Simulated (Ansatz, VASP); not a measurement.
# Si: VASP beside Ansatz

```
Si
1.0
     2.40404    0.00000    0.00000
     0.00000    3.49763    0.00000
     0.00000    0.00000   27.40863
Si
2
Cartesian
  0.0000 0.0000 8.7713
  1.2020 1.7488 7.2287
```

Alike in both runs: functional PBE; k mesh 8 × 6 × 1; occupations gaussian, width 0.1 eV; no spin polarisation.

Ansatz relaxed the structure, and its values are those at the end. VASP's run is a single point on that final structure, the one shown.

|  | VASP | Ansatz |
| --- | --- | --- |
| version | VASP 6.6.1 | Ansatz 0.2.0 |
| potentials or method | VASP PAW PBE potentials, release 64 (Si), cutoff 520 eV | scalar-relativistic, plane waves, PAW |
| valence electrons in the cell | 8 | 8 |

Ansatz gave:

- gap on the k mesh at the Fermi level (eV): none
- rms of the force components (eV/Å): 0.007

Q: Estimate VASP's values.

A: gap on the k mesh at the Fermi level (eV): none; rms of the force components (eV/Å): 0.013.

A gap of «none» marks a metal or a gap that the smearing closes. With one functional, cell and mesh, what is left measures potentials, basis and numerics. Ansatz's warnings: slab cell height set.
